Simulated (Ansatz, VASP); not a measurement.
# Zn: VASP beside Ansatz

```
CELL_PARAMETERS angstrom
2.67000 0.00000 0.00000
-1.33500 2.31229 0.00000
0.00000 0.00000 4.96600
ATOMIC_POSITIONS crystal
Zn 0.66667 0.33333 0.75000
Zn 0.33333 0.66667 0.25000
```

Alike in both runs: task single point; functional r2SCAN; k mesh 11 × 11 × 6; occupations fermi-dirac, width 0.05 eV; no spin polarisation.

|  | VASP | Ansatz |
| --- | --- | --- |
| version | VASP 6.6.1 | Ansatz 0.2.0 |
| potentials or method | VASP PAW PBE potentials, release 64 (Zn) | Ansatz PAW |
| plane-wave cutoff (eV) | 520 | 500 |
| valence electrons in the cell | 24 | 24 |

|  | VASP | Ansatz | Ansatz less VASP |
| --- | --- | --- | --- |
| gap on the k mesh at the Fermi level (eV) | none | none | - |
| pressure (GPa) | -4.4 | -4.7 | -0.31 |
| traceless stress, the component that is largest in VASP (GPa) | 0.08 | 0.14 | +0.052 |

VASP's potentials were made for PBE, not for r2SCAN. A gap of «none» marks a metal or a gap that the smearing closes.
